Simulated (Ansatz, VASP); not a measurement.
# CdI2: VASP beside Ansatz

```
Cd I
1.0
     4.24701    0.00000    0.00000
    -2.12350    3.67802    0.00000
     0.00000    0.00000    6.89503
Cd I
1 2
Direct
  0.00000 0.00000 0.00000
  0.33333 0.66667 0.24939
  0.66667 0.33333 0.75061
```

Alike in both runs: task single point; functional PBEsol; dispersion D4; k mesh 6 × 6 × 4; no spin polarisation.

```csv
,VASP,Ansatz
version,VASP 6.6.1,Ansatz 0.2.0
potentials or method,"VASP PAW PBE potentials, release 64 (Cd, I)",plane waves
plane-wave cutoff (eV),500,420
occupations,"gaussian, width 0.01 eV",fixed
valence electrons in the cell,26,54
```

```csv
,VASP,Ansatz,Ansatz less VASP
gap on the k mesh at the Fermi level (eV),2.29,2.30,+0.006
pressure (GPa),-1.4,-1.5,-0.12
rms of the force components (eV/Å),0.055,0.067,+0.0117
```

VASP's potentials were made for PBE, not for PBEsol. Atom by atom the forces differ by 0.012 eV/Å (rms over components). VASP's potentials hold 26 valence electrons a cell and Ansatz's 54, so a difference there can come from the potentials and not from the codes.

Spin-orbit coupling is off throughout.
